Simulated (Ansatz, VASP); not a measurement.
# Ni: VASP beside Ansatz

File INCAR:

```
ALGO = Normal ; EDIFF = 1E-6
ENCUT = 520 ; GGA = CA
ISIF = 2 ; ISMEAR = -1
ISPIN = 2 ; LASPH = T
LCHARG = F ; LMAXMIX = 4
LORBIT = 11 ; LREAL = F
LWAVE = F ; MAGMOM = 1.5
NBANDS = 15 ; NELM = 150
PREC = Accurate ; SIGMA = 0.05
```

KPOINTS

```
k-points
0
Gamma
  20 20 20
```

File POSCAR:

```
Ni
1.0
    0.0000000000      1.7379789558      1.7379789558
    1.7379789558      0.0000000000      1.7379789558
    1.7379789558      1.7379789558      0.0000000000
Ni
1
Direct
    0.0000000000      0.0000000000      0.0000000000
```

Input for Ansatz:

```yaml
crystal:
  lattice:
    - [0.0, 1.7379789558, 1.7379789558]
    - [1.7379789558, 0.0, 1.7379789558]
    - [1.7379789558, 1.7379789558, 0.0]
  atoms:
    - { symbol: Ni, position: [0.0, 0.0, 0.0], spin: 1.5 }
magnetization:
  spin_polarized: true
kpoints:
  mp_grid: { grid: [20, 20, 20] }
scf:
  occupations: { method: fermi_dirac, width: 0.05 }
hamiltonian:
  xc: lda
  pseudopotentials: { kind: all_electron, lapw: { basis_error: 0.00025 } }
output:
  forces: true
  stress: true
  eigenvalues: true
```

Change from the starting cell: volume scaled by 0.95.

Alike in both runs: task single point; functional LDA; k mesh 20 × 20 × 20; occupations fermi-dirac, width 0.05 eV; collinear spin.

```csv
,VASP,Ansatz
version,VASP 6.6.1,Ansatz 0.2.0
potentials or method,"VASP PAW LDA potentials, release 64 (Ni), cutoff 520 eV","all-electron LAPW, scalar-relativistic"
```

Ansatz gave:

```
pressure (GPa)                                                : -10.4
net moment per atom (μB)                                      : 0.62
size of the moment on the site where the two differ most (μB) : 0.64
```

What did VASP give for the same quantities?

Pressure (GPa): -10.2; net moment per atom (μB): 0.60; size of the moment on the site where the two differ most (μB): 0.61.

LDA's correlation is that of Perdew and Zunger in VASP and of Perdew and Wang (1992) in Ansatz. Site moments also hang on the region over which each program counts them. Ansatz ran all-electron here, and VASP with PAW potentials.
